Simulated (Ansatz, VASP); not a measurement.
## Al: VASP beside Ansatz

```
CELL_PARAMETERS angstrom
-0.01822 4.07393 -0.04592
-1.35929 -2.07897 4.33841
5.68225 -0.02547 0.06923
ATOMIC_POSITIONS crystal
Al 0.97098 0.97952 0.98918
Al 0.99701 0.97990 0.47376
Al 0.31929 0.66251 0.18467
Al 0.35332 0.67180 0.66262
Al 0.70572 0.35010 0.35314
Al 0.65369 0.35615 0.83662
```

Change from the starting cell: cell x2, atoms moved at random (sigma 0.1 Å) and cell strained at random (1.5 %), then relaxed without symmetry.

Alike in both runs: task relaxation of cell and atoms; functional PBE; k mesh 6 × 6 × 4; occupations gaussian, width 0.2 eV; no spin polarisation.

|  | VASP | Ansatz |
| --- | --- | --- |
| version | VASP 6.6.1 | Ansatz 0.2.0 |
| potentials or method | VASP PAW PBE potentials, release 64 (Al), cutoff 600 eV | scalar-relativistic, plane waves, PAW |
| valence electrons in the cell | 18 | 18 |

|  | VASP | Ansatz | Ansatz less VASP |
| --- | --- | --- | --- |
| gap on the k mesh at the Fermi level, each at its own relaxed structure (eV) | none | none | - |
| relaxed volume (Å³/atom) | 16.49 | 16.51 | +0.018 |
| relaxed cell length with the largest relative difference (Å) | 4.901 | 4.906 | +0.0052 |

A gap of «none» marks a metal or a gap that the smearing closes.
